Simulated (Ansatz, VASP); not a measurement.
## Li: VASP beside Ansatz

File INCAR:

```
PREC = Accurate
ENCUT = 520
EDIFF = 1E-6
ISMEAR = 0
SIGMA = 0.15
LREAL = False
LASPH = True
NELM = 60
ALGO = Fast
ISIF = 2
LWAVE = False
LCHARG = False
GGA = PS
IVDW = 12
NBANDS = 10
```

The input KPOINTS:

```
regular mesh
0
Gamma
  16 16 10
```

Contents of POSCAR:

```
Li
1.0
    0.0000000000     -2.0954789853     -2.0954789853
    0.0000000000      2.0954789853     -2.0954789853
    4.1909579706      0.0000000000      0.0000000000
Li
2
Direct
    0.6014087956      0.5000000000      0.5000000000
   -0.1014087956      0.0000000000      0.0000000000
```

Input for Ansatz:

```yaml
crystal:
  lattice:
    - [0.0, -2.0954789853, -2.0954789853]
    - [0.0, 2.0954789853, -2.0954789853]
    - [4.1909579706, 0.0, 0.0]
  atoms:
    - { symbol: Li, position: [0.6014087956, 0.5, 0.5] }
    - { symbol: Li, position: [-0.1014087956, 0.0, 0.0] }
basis:
  ecutwfc: 520.0
kpoints:
  mp_grid: { grid: [16, 16, 10] }
hamiltonian:
  xc: pbesol
  pseudopotentials: { kind: paw }
  dispersion: d3bj
scf:
  occupations: { method: gaussian, width: 0.15 }
output:
  forces: true
  stress: true
  eigenvalues: true
```

Change from the starting cell: mode 4 frozen in at -0.212 Å and mode 5 at -0.212 Å (largest displacements).

Alike in both runs: task single point; functional PBEsol; dispersion D3(BJ); k mesh 16 × 16 × 10; occupations gaussian, width 0.15 eV; no spin polarisation.

```csv
,VASP,Ansatz
version,VASP 6.6.1,Ansatz 0.2.0
potentials or method,"VASP PAW PBE potentials, release 64 (Li_sv), cutoff 520 eV","scalar-relativistic, plane waves, PAW"
valence electrons in the cell,6,6
```

|  | VASP | Ansatz | Ansatz less VASP |
| --- | --- | --- | --- |
| gap on the k mesh at the Fermi level (eV) | none | none | - |
| rms of the force components (eV/Å) | 0.210 | 0.210 | -0.0003 |

VASP's potentials were made for PBE, not for PBEsol. Atom by atom the forces differ by 0.000 eV/Å (rms over components). A gap of «none» marks a metal or a gap that the smearing closes.

Noted on VASP's run: the cutoff is short for stress, so the pressure is rough.
